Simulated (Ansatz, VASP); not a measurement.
## Two plane-wave programs on HC18N

```
CELL_PARAMETERS angstrom
7.39800 0.00000 0.00000
-3.69900 6.40686 0.00000
0.00000 0.00000 12.00000
ATOMIC_POSITIONS crystal
C 0.00946 0.02010 0.08590
C 0.22925 0.12683 0.07749
C 0.00837 0.34854 0.07850
C 0.22827 0.45864 0.07800
C 0.00883 0.67851 0.08588
C 0.22916 0.79175 0.07752
C 0.34054 0.01478 0.07802
C 0.56044 0.12458 0.07853
C 0.33966 0.34700 0.07752
C 0.55998 0.45410 0.08591
C 0.33956 0.68198 0.07748
C 0.55934 0.79504 0.08592
C 0.67120 0.01237 0.08311
C 0.89761 0.12558 0.08310
C 0.67134 0.34765 0.08275
C 0.89747 0.46071 0.08272
C 0.66595 0.67767 0.11130
C 0.90288 0.79613 0.11132
N 0.78444 0.74384 0.21830
H 0.78435 0.61575 0.25158
```

Alike in both runs: functional PBE; k mesh 2 × 2 × 1; occupations fermi-dirac, width 0.05 eV; no spin polarisation.

Ansatz relaxed the structure, and its values are those at the end. VASP's run is a single point on that final structure, the one shown.

```csv
,VASP,Ansatz
version,VASP 6.6.1,Ansatz 0.2.0
potentials or method,"VASP PAW PBE potentials, release 64 (C, N, H), cutoff 520 eV","scalar-relativistic, plane waves, PAW"
valence electrons in the cell,78,78
```

```csv
,VASP,Ansatz,Ansatz less VASP
rms of the force components (eV/Å),0.020,0.005,-0.0150
```

The functional is the same, so the differences come from potentials, cutoffs and numerics.

The k mesh is coarse, so the values compare programs but aren't converged.
